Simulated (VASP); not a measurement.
A run of VASP 6.6.1 is set up as follows.

Contents of POSCAR:

```
Sb
1.0
   -1.5830173270      1.5830173270      2.6552842350
    1.5830173270     -1.5830173270      2.6552842350
    1.5830173270      1.5830173270     -2.6552842350
Sb
1
Direct
    0.0000000000      0.0000000000      0.0000000000
```

Contents of INCAR.step1:

```
SYSTEM = Sb
PREC = Accurate ; ENCUT = 400
EDIFF = 1E-5 ; ISMEAR = -1
SIGMA = 0.05 ; LREAL = .False.
LASPH = .True. ; NELM = 120
ALGO = Normal ; ISIF = 2
LWAVE = .True. ; GGA = PE
NBANDS = 14 ; GGA_COMPAT = .False.
```

Contents of INCAR.step2:

```
SYSTEM = Sb
PREC = Accurate ; ENCUT = 400
EDIFF = 1E-6 ; ISMEAR = -1
SIGMA = 0.05 ; LREAL = .False.
LASPH = .True. ; NELM = 120
ALGO = Normal ; ISIF = 2
LWAVE = .False. ; LCHARG = .True.
GGA = PE ; LHFCALC = .True.
HFSCREEN = 0.2079 ; PRECFOCK = Normal
LELF = .True. ; LVHAR = .True.
ISTART = 1 ; NBANDS = 14
GGA_COMPAT = .False.
```

Contents of KPOINTS:

```
regular mesh
0
Gamma
  6 6 6
  0 0 0
```

Potentials or basis: VASP PAW PBE potentials, release 64 (Sb_d_GW).

Launch:

```sh
$ cat potpaw_PBE.64/Sb_d_GW/POTCAR > POTCAR
$ cp INCAR.step1 INCAR
$ mpirun -np 1 vasp_std > vasp.out
$ cp INCAR.step2 INCAR
$ mpirun -np 1 vasp_std > vasp.out
```

Problem. Predict the band gap on the k mesh.

Solution. Zero (an odd number of electrons rules out a gap without spin polarisation).

Problem. Estimate the pressure.

Solution. -0.5 GPa.

Caveat: the k points lie up to 0.39 Å⁻¹ apart, too coarse for converged energies and pressures of a metal; the PAW data sets were made with another functional, which shifts forces and pressure a little; spin-orbit coupling is left out, which moves the levels of the heavy elements; an odd number of electrons without spin polarisation forces a metal; a magnetic or distorted state may lie lower.
